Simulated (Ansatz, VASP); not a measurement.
Two plane-wave programs on BP

```
CELL_PARAMETERS angstrom
0.00000 2.17928 2.17928
2.17928 0.00000 2.17928
2.17928 2.17928 0.00000
ATOMIC_POSITIONS crystal
B 0.00000 0.00000 0.00000
P 0.25000 0.25000 0.25000
```

Alike in both runs: task single point; functional PBE; k mesh 10 × 10 × 10; occupations gaussian, width 0.02 eV; no spin polarisation.

|  | VASP | Ansatz |
| --- | --- | --- |
| version | VASP 6.6.1 | Ansatz 0.2.0 |
| potentials or method | VASP PAW PBE potentials, release 64 (B, P), cutoff 520 eV | scalar-relativistic, plane waves, PAW |
| valence electrons in the cell | 8 | 8 |

VASP gave:

- gap on the k mesh at the Fermi level (eV): 1.07
- least direct gap on the mesh (eV): 3.61
- pressure (GPa): 26.0

Question: Estimate Ansatz's values.

Answer: gap on the k mesh at the Fermi level (eV): 1.07; least direct gap on the mesh (eV): 3.62; pressure (GPa): 26.4.
